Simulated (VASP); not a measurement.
Set up this calculation in VASP 6.6.1, as the native input.

- Task: single point
- Functional: PBE
- Potentials or basis: VASP PAW PBE potentials, release 64 (As)
- Cutoff: 520 eV
- k mesh: 10 × 10 × 10
- Occupations: gaussian, width 0.02 eV
- Spin: no spin polarisation
- Dipole correction: no
- Further INCAR settings: ALGO = Normal; EDIFF = 1e-06; NBANDS = 8

The structure of As lies in POSCAR:

```
As
1.0
    2.7036817444      0.0000000000      0.0000000000
    0.0000000000      2.7036817444      0.0000000000
    0.0000000000      0.0000000000      2.7036817444
As
1
Direct
    0.5000000000      0.5000000000      0.5000000000
```

The input as run:

INCAR

```
PREC = Accurate
ENCUT = 520
EDIFF = 1E-6
ISMEAR = 0
SIGMA = 0.02
LREAL = False
LASPH = True
NELM = 100
ALGO = Normal
ISIF = 2
LWAVE = False
LCHARG = False
GGA = PE
NBANDS = 8
```

KPOINTS

```
regular mesh
0
Gamma
  10 10 10
```

Potentials or basis: VASP PAW PBE potentials, release 64 (As).

The run is started by

```bash
$ cat potpaw_PBE.64/As/POTCAR > POTCAR
$ mpirun -np 1 vasp_std > vasp.out
```

Results of the run:

```
Pressure : 2.5 GPa
```

Wall time 5.1 s on 1 thread of Intel(R) Xeon(R) Platinum 8488C (Sapphire Rapids) (shared host), peak memory 0.12 GiB.
